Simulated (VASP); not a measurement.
# Cs (R-3m) in VASP: relaxation of cell and atoms with PBE

Aim: the relaxation of cell and atoms of Cs with PBE.

Program: VASP 6.6.1. These are calculated values, not measurements. Logs are shortened: lines on timing, memory, paths and dates and some standing lists are left out, and cuts for length are marked.

**1. The cell of the first run**

Symmetry: R-3m, No. 166, trigonal system. Conventional cell: a = 5.476 Å, b = 5.476 Å, c = 40.534 Å, α = 90.00°, β = 90.00°, γ = 120.00°.

**2. Relaxation of cell and atoms, PBE**

INCAR reads:

```
SYSTEM = Cs
ALGO     = Normal         ! electronic algorithm
EDIFF    = 1E-7           ! SCF threshold, eV
EDIFFG   = -0.01          ! ionic threshold
ENCUT    = 500            ! plane-wave cutoff, eV
GGA      = PE             ! functional
GGA_COMPAT= .False.      
IBRION   = 2              ! ionic algorithm
ISIF     = 3              ! what is computed and relaxed
ISMEAR   = 0              ! smearing method
KPAR     = 4            
LASPH    = .True.         ! aspherical terms in the spheres
LCHARG   = .False.        ! write CHGCAR
LREAL    = .False.        ! projectors in reciprocal space
LWAVE    = .False.        ! write WAVECAR
NELM     = 120            ! most SCF steps
NELMIN   = 4            
NSW      = 65             ! ionic steps
PREC     = Accurate       ! precision mode
SIGMA    = 0.1            ! smearing width, eV
```

KPOINTS reads:

```
k-points
0
Gamma
  9 9 2
  0 0 0
```

POSCAR reads:

```
Cs
1.0
    5.4761060481      0.0000000000      0.0000000000
   -2.7380530240      4.7424469515      0.0000000000
    0.0000000000      0.0000000000     40.5338540203
Cs
9
Direct
    0.0000000000      0.0000000000      0.0000000000
    0.3333333333      0.6666666667      0.1111111111
    0.0000000000      0.0000000000      0.2222222222
    0.3333333333      0.6666666667      0.3333333333
    0.6666666667      0.3333333333      0.4444444444
    0.3333333333      0.6666666667      0.5555555556
    0.6666666667      0.3333333333      0.6666666667
    0.0000000000      0.0000000000      0.7777777778
    0.6666666667      0.3333333333      0.8888888889
```

Potentials or basis: VASP PAW PBE potentials, release 64 (Cs_sv).

Run with:

```bash
$ cat potpaw_PBE.64/Cs_sv/POTCAR > POTCAR
$ mpirun -np 4 vasp_std > vasp.out
```

OUTCAR:

```text
SYSTEM = Cs
   EDIFF = 1E-7
   EDIFFG = -0.01
   ENCUT = 500
   GGA = PE
   IBRION = 2
   ISIF = 3
   ISMEAR = 0
   LASPH = .True.
   LREAL = .False.
   NELM = 120
   NELMIN = 4
   NSW = 65
   PREC = Accurate

 ion  position               nearest neighbor table
   1  0.000  0.000  0.000-
   2  0.333  0.667  0.111-
   3  0.000  0.000  0.222-
   4  0.333  0.667  0.333-
   5  0.667  0.333  0.444-
   6  0.333  0.667  0.556-
   7  0.667  0.333  0.667-
   8  0.000  0.000  0.778-
   9  0.667  0.333  0.889-

  LATTYP: Found a hexagonal cell.
 ALAT       =     5.4761060481
 C/A-ratio  =     7.4019483305

  Lattice vectors:

 A1 = (   5.4761060481,   0.0000000000,   0.0000000000)
 A2 = (  -2.7380530240,   4.7424469515,   0.0000000000)
 A3 = (   0.0000000000,   0.0000000000,  40.5338540203)

Analysis of symmetry for initial positions (statically):
=====================================================================
 Subroutine PRICEL returns following result:

  LATTYP: Found a trigonal (rhomboedric) cell.
 ALAT       =    13.8762648422
 COS(alpha) =     0.9221302925

  Lattice vectors:

 A1 = (  -2.7380530238,   1.5808156503, -13.5112846721)
 A2 = (   2.7380530235,   1.5808156508, -13.5112846761)
 A3 = (   0.0000000002,  -3.1616313012, -13.5112846721)

   3 primitive cells build up your supercell.

 Routine SETGRP: Setting up the symmetry group for a
 hexagonal supercell.

 Subroutine GETGRP returns: Found 12 space group operations
 (whereof 12 operations were pure point group operations)
 out of a pool of 24 trial point group operations.

The static configuration has the point symmetry D_3d.

Analysis of symmetry for dynamics (positions and initial velocities):
=====================================================================
 Subroutine PRICEL returns following result:

  LATTYP: Found a trigonal (rhomboedric) cell.
 ALAT       =    13.8762648422
 COS(alpha) =     0.9221302925

  Lattice vectors:

 A1 = (  -2.7380530238,   1.5808156503, -13.5112846721)
 A2 = (   2.7380530235,   1.5808156508, -13.5112846761)
 A3 = (   0.0000000002,  -3.1616313012, -13.5112846721)

   3 primitive cells build up your supercell.

 Routine SETGRP: Setting up the symmetry group for a
 hexagonal supercell.

 Subroutine GETGRP returns: Found 12 space group operations
 (whereof 12 operations were pure point group operations)
 out of a pool of 24 trial point group operations.

The dynamic configuration has the point symmetry D_3d.

 Subroutine INISYM returns: Found 12 space group operations
 (whereof 12 operations are pure point group operations),
 and found     3 'primitive' translations

----------------------------------------------------------------------------------------

                                     Primitive cell

  volume of cell :     350.8900

  direct lattice vectors                    reciprocal lattice vectors
    -2.738053024  1.580815650-13.511284672    -0.182611511  0.105430805 -0.024670736
     2.738053024  1.580815651-13.511284676     0.182611511  0.105430805 -0.024670736
     0.000000000 -3.161631301-13.511284672    -0.000000000 -0.210861610 -0.024670736

  length of vectors
    13.876264842 13.876264846 13.876264842     0.212299938  0.212299938  0.212299938

  position of ions in fractional coordinates (direct lattice)
     0.000000000  0.000000000  0.000000000
     0.222222222  0.222222222  0.222222222
     0.777777778  0.777777778  0.777777778

  ion indices of the primitive-cell ions
   primitive index   ion index
                 1           1
                 2           8
                 3           3

----------------------------------------------------------------------------------------

 KPOINTS: k-points

Automatic generation of k-mesh.
 Grid dimensions read from file:
 generate k-points for:    9    9    2

 Generating k-lattice:

  Cartesian coordinates                     Fractional coordinates (reciprocal lattice)
     0.020290168  0.011714534  0.000000000     0.111111111  0.000000000  0.000000000
     0.000000000  0.023429068  0.000000000     0.000000000  0.111111111  0.000000000
     0.000000000  0.000000000  0.012335368     0.000000000  0.000000000  0.500000000

  Length of vectors
     0.023429068  0.023429068  0.012335368

  Shift w.r.t. Gamma in fractional coordinates (k-lattice)
     0.000000000  0.000000000  0.000000000

 Subroutine IBZKPT returns following result:
 ===========================================

 Found     24 irreducible k-points:

 Following reciprocal coordinates:
            Coordinates               Weight
  0.000000  0.000000  0.000000      1.000000
  0.111111  0.000000  0.000000      6.000000
  0.222222  0.000000  0.000000      6.000000
  0.333333  0.000000  0.000000      6.000000
  0.444444  0.000000  0.000000      6.000000
  0.111111  0.111111  0.000000      6.000000
[... 16 lines left out ...]
  0.333333  0.222222  0.500000     12.000000
  0.333333  0.333333  0.500000      2.000000
   k-points           NKPTS =     24   k-points in BZ     NKDIM =     24   number of bands    NBANDS=     48
   number of dos      NEDOS =    301   number of ions     NIONS =      9
   total plane-waves  NPLWV = 480000
   dimension x,y,z NGX =    40 NGY =   40 NGZ =  300
   dimension x,y,z NGXF=    80 NGYF=   80 NGZF=  600
   ions per type =               9
   NGX,Y,Z   is equivalent  to a cutoff of  12.14, 12.14, 12.30 a.u.
   NGXF,Y,Z  is equivalent  to a cutoff of  24.29, 24.29, 24.61 a.u.
 SYSTEM =  Cs
   PREC   = accura    normal or accurate (medium, high low for compatibility)
   ISTART =      0    job   : 0-new  1-cont  2-samecut
   ICHARG =      2    charge: 1-file 2-atom 10-const
   ISPIN  =      1    spin polarized calculation?
   LNONCOLLINEAR =      F non collinear calculations
   LSORBIT =      F    spin-orbit coupling
   LASPH  =      T    aspherical Exc in radial PAW
   ENCUT  =  500.0 eV  36.75 Ry    6.06 a.u.   9.98  9.98 73.90*2*pi/ulx,y,z
   NELM   =    120;   NELMIN=  4; NELMDL= -5     # of ELM steps
   EDIFF  = 0.1E-06   stopping-criterion for ELM
   LREAL  =      F    real-space projection
   EDIFFG = -.1E-01   stopping-criterion for IOM
   NSW    =     65    number of steps for IOM
   IBRION =      2    ionic relax: 0-MD 1-quasi-New 2-CG
   NFREE  =      1    steps in history (QN), initial steepest desc. (CG)
   ISIF   =      3    stress and relaxation
   ISYM   =      2    0-nonsym 1-usesym 2-fastsym
   POTIM  = 0.5000    time-step for ionic-motion
   TEBEG  =    0.0;   TEEND  =   0.0 temperature during run
   PSTRESS=    0.0 pullay stress
   NELECT =      81.0000    total number of electrons
   NUPDOWN=      -1.0000    fix difference up-down
   EMIN   =  10.00;   EMAX   =-10.00  energy-range for DOS
   EFERMI =   0.00;   METHOD = LEGACY
   ISMEAR =     0;   SIGMA  =   0.10  broadening in eV -4-tet -1-fermi 0-gaus
   EFERMI_NEDOS =   21; number of points for ismear=-14 and -15
   IALGO  =     38    algorithm
   IMIX   =      4    mixing-type and parameters
     AMIX     =   0.40;   BMIX     =  1.00
     AMIX_MAG =   1.60;   BMIX_MAG =  1.00
  volume/ion in A,a.u.               =     116.96       789.31
  Fermi-wavevector in a.u.,A,eV,Ry     =   0.696315  1.315845  6.596847  0.484855
  Thomas-Fermi vector in A             =   1.779331
   LORBIT       =      0    0 simple, 1 ext, 2 COOP (PROOUT), +10 PAW based schemes
   GGA     = PE    functional components
   LHFCALC =     F    Hartree Fock is set to
   AEXX    =    0.0000 exact exchange contribution
   IVDW    =     0    specifies the selected vdW correction
   LEPSILON=     F    determine dielectric tensor
   LRPA    =     F    only Hartree local field effects (RPA)
 conjugate gradient relaxation of ions
 non-spin polarized calculation
 Gauss-broadening in eV      SIGMA  =   0.10
  energy-cutoff  :      500.00
  volume of cell :     1052.67
 maximum number of plane-waves:     26814
 NGX is ok and might be reduce to    40
   NGX = 19   NGY = 19   NGZ =147

 number of electron      80.9999998 magnetization

 Free energy of the ion-electron system (eV)
  ---------------------------------------------------
  ext. energy  EPLUGINS =         0.00000000
  ---------------------------------------------------
  free energy    TOTEN  =        -7.69837985 eV

  energy without entropy =       -7.64726977  energy(sigma->0) =       -7.67282481

 E-fermi :   0.4265     XC(G=0):  -5.3637

 val. band max:        0.4010660878   @ k =   0.2222   0.0000   0.5000
 cond. band min:       0.4463769290   @ k =   0.4444   0.0000   0.0000
 fundamental gap:      0.0453108412
 Fermi energy:         0.4265494484

 k-point     1 :       0.0000    0.0000    0.0000
  band No.  band energies     occupation
      1     -23.4499      2.00000
      2     -23.4493      2.00000
      3     -23.4493      2.00000
      4     -23.4477      2.00000
      5     -23.4477      2.00000
      6     -23.4459      2.00000
[... 40 lines left out ...]
     47       1.2353      0.00000
     48       1.6619      0.00000

 k-point     2 :       0.1111    0.0000    0.0000
  band No.  band energies     occupation
      1     -23.4493      2.00000
      2     -23.4487      2.00000
      3     -23.4487      2.00000
      4     -23.4472      2.00000
      5     -23.4472      2.00000
      6     -23.4456      2.00000
[... 40 lines left out ...]
     47       1.2386      0.00000
     48       1.6568      0.00000

 k-point     3 :       0.2222    0.0000    0.0000
  band No.  band energies     occupation
      1     -23.4478      2.00000
      2     -23.4473      2.00000
      3     -23.4473      2.00000
      4     -23.4460      2.00000
      5     -23.4460      2.00000
      6     -23.4446      2.00000
[... 40 lines left out ...]
     47       1.2729      0.00000
     48       1.6341      0.00000

 k-point     4 :       0.3333    0.0000    0.0000
  band No.  band energies     occupation
      1     -23.4459      2.00000
      2     -23.4456      2.00000
      3     -23.4455      2.00000
      4     -23.4447      2.00000
      5     -23.4445      2.00000
      6     -23.4437      2.00000
[... 958 lines left out ...]
     47       1.4562      0.00000
     48       1.4586      0.00000

 k-point    23 :       0.3333    0.2222    0.5000
  band No.  band energies     occupation
      1     -23.4438      2.00000
      2     -23.4437      2.00000
      3     -23.4435      2.00000
      4     -23.4434      2.00000
      5     -23.4431      2.00000
      6     -23.4430      2.00000
[... 40 lines left out ...]
     47       1.2753      0.00000
     48       1.2874      0.00000

 k-point    24 :       0.3333    0.3333    0.5000
  band No.  band energies     occupation
      1     -23.4430      2.00000
      2     -23.4430      2.00000
      3     -23.4430      2.00000
      4     -23.4429      2.00000
      5     -23.4429      2.00000
      6     -23.4429      2.00000
[... 40 lines left out ...]
     47       1.1475      0.00000
     48       1.1475      0.00000

------------------------ aborting loop because EDIFF is reached ----------------------------------------

  FORCE on cell =-STRESS in cart. coord.  units (eV):
  Direction    XX          YY          ZZ          XY          YZ          ZX
  --------------------------------------------------------------------------------------
  -------------------------------------------------------------------------------------
  Total       -0.0711648     -0.0711648      0.0769412     -0.0000000      0.0000000      0.0000000
  in kB       -0.1083137     -0.1083137      0.1171055     -0.0000000      0.0000000      0.0000000
  external PRESSURE =      -0.0331740 kB  Pullay stress =       0.0000000 kB

 VOLUME and BASIS-vectors are now :
 -----------------------------------------------------------------------------
  energy-cutoff  :      500.00
  volume of cell :     1052.67
      direct lattice vectors                 reciprocal lattice vectors
     5.476106048  0.000000000  0.000000000     0.182611511  0.105430805  0.000000000
    -2.738053024  4.742446951  0.000000000     0.000000000  0.210861610  0.000000000
     0.000000000  0.000000000 40.533854020     0.000000000  0.000000000  0.024670736

 POSITION                                       TOTAL-FORCE (eV/Angst)
 -----------------------------------------------------------------------------------
      0.00000      0.00000      0.00000        -0.000000     -0.000000      0.000000
     -0.00000      3.16163      4.50376         0.000000     -0.000000      0.000629
      0.00000      0.00000      9.00752        -0.000000      0.000000     -0.000629
     -0.00000      3.16163     13.51128        -0.000000      0.000000      0.000000
      2.73805      1.58082     18.01505         0.000000     -0.000000      0.000629
     -0.00000      3.16163     22.51881        -0.000000      0.000000     -0.000629
      2.73805      1.58082     27.02257         0.000000     -0.000000      0.000000
      0.00000      0.00000     31.52633         0.000000     -0.000000      0.000629
      2.73805      1.58082     36.03009        -0.000000      0.000000     -0.000629
 -----------------------------------------------------------------------------------
    total drift:                               -0.000000      0.000000      0.000000

  FREE ENERGIE OF THE ION-ELECTRON SYSTEM (eV)
  ---------------------------------------------------
  free  energy   TOTEN  =        -7.6983798453 eV

  energy  without entropy=       -7.6472697727  energy(sigma->0) =       -7.67282481

 reached required accuracy - stopping structural energy minimisation
```

It took 4.4 min on 4 MPI ranks of Intel Xeon 6975P-C (Granite Rapids), shared host; peak memory 1.4 GiB.

What came out:

```yaml
Free_energy: -7.6984 eV
Pressure_after_relaxing: 0.0 GPa
Band_gap_on_the_k_mesh: zero (an odd number of electrons rules out a gap without spin polarisation)
```

Final structure:
```
CELL_PARAMETERS angstrom
5.47611 0.00000 0.00000
-2.73805 4.74245 0.00000
0.00000 0.00000 40.53385
ATOMIC_POSITIONS crystal
Cs 0.00000 0.00000 0.00000
Cs 0.33333 0.66667 0.11111
Cs 0.00000 0.00000 0.22222
Cs 0.33333 0.66667 0.33333
Cs 0.66667 0.33333 0.44444
Cs 0.33333 0.66667 0.55556
Cs 0.66667 0.33333 0.66667
Cs 0.00000 0.00000 0.77778
Cs 0.66667 0.33333 0.88889
```

Levels at points of the mesh, in eV from the Fermi level:
```tsv
k point	band 37	band 38	band 39	band 40	band 41	band 42	band 43	band 44	band 45	band 46
(0.00, 0.00, 0.00)	-1.68	-1.55	-1.55	-1.20	-1.20	-0.68	-0.68	-0.17	-0.17	0.81
(0.00, 0.00, 0.50)	-1.64	-1.64	-1.40	-1.40	-0.95	-0.95	-0.41	-0.41	-0.05	0.71
```

Caveat: spin-orbit coupling is left out, which moves the levels of the heavy elements.

The gap in the log of VASP goes by the Fermi energy; the results here count the filled bands.